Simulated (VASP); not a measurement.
Write the native input for VASP 6.6.1 that does the following.

* Task: relaxation of cell and atoms
* Functional: PBE
* Potentials or basis: VASP PAW PBE potentials, release 64 (Hf_pv, H)
* Cutoff: 600 eV
* k mesh: 6 × 6 × 1
* Occupations: gaussian, width 0.2 eV
* Spin: no spin polarisation
* Dipole correction: no
* Further INCAR settings: ALGO = Normal; EDIFF = 1e-06; IBRION = 2; EDIFFG = -0.08; NSW = 36; ISIF = 3

The structure of Hf3H lies in POSCAR:

```
Hf3H
1.0
    3.1400000000      0.0000000000      0.0000000000
   -1.5700000000      2.7193197700      0.0000000000
    0.0000000000      0.0000000000     14.8800000000
Hf H
6 2
Direct
    0.3333333300      0.6666666700      0.0833300000
    0.6666666700      0.3333333300      0.2500000000
    0.6666666700      0.3333333300      0.9166700000
    0.3333333300      0.6666666700      0.7500000000
    0.3333333300      0.6666666700      0.4166700000
    0.6666666700      0.3333333300      0.5833300000
    0.3333333300      0.6666666700      0.2083300000
    0.6666666700      0.3333333300      0.7916700000
```

The input as run:

INCAR

```
SYSTEM = Hf3H
PREC = Accurate
ENCUT = 600
EDIFF = 1E-6
ISMEAR = 0
SIGMA = 0.2
LREAL = .False.
LASPH = .True.
NELM = 80
ALGO = Normal
ISIF = 3
LWAVE = .False.
LCHARG = .False.
GGA = PE
IBRION = 2
NSW = 36
EDIFFG = -0.08
```

KPOINTS

```
Automatic mesh
0
Gamma
  6 6 1
  0 0 0
```

Potentials or basis: VASP PAW PBE potentials, release 64 (Hf_pv, H).

Command:

```console
$ cat potpaw_PBE.64/Hf_pv/POTCAR potpaw_PBE.64/H/POTCAR > POTCAR
$ mpirun -np 1 vasp_std > vasp.out
```

Results of the run:

```yaml
Relaxed_volume: 17.63 Å³/atom
Relaxed_cell: a = 3.211 Å, b = 3.211 Å, c = 15.797 Å, α = 90.00°, β = 90.00°, γ = 120.00°
Space_group_after_relaxing_to_0.05_Å: P-3m1 (No. 164)
Energy_gained_by_relaxing: 121.1 meV/atom
Ionic_steps: 9
Pressure_after_relaxing: 0.1 GPa
Largest_force_after_relaxing: 0.063 eV/Å
Band_gap_on_the_k_mesh: zero (band 31 reaches 5.60 eV, above the bottom of band 32 at 3.88 eV)
```

Caveat: the k points lie up to 0.40 Å⁻¹ apart in the final cell; spin-orbit coupling is left out, which moves the levels of the heavy elements; the relaxation stopped at a loose force limit of 0.08 eV/Å, so its end isn't a converged minimum.

It took 5.4 min on 1 thread of Intel(R) Xeon(R) 6975P-C (Granite Rapids) (shared host), peak memory 0.3 GiB.
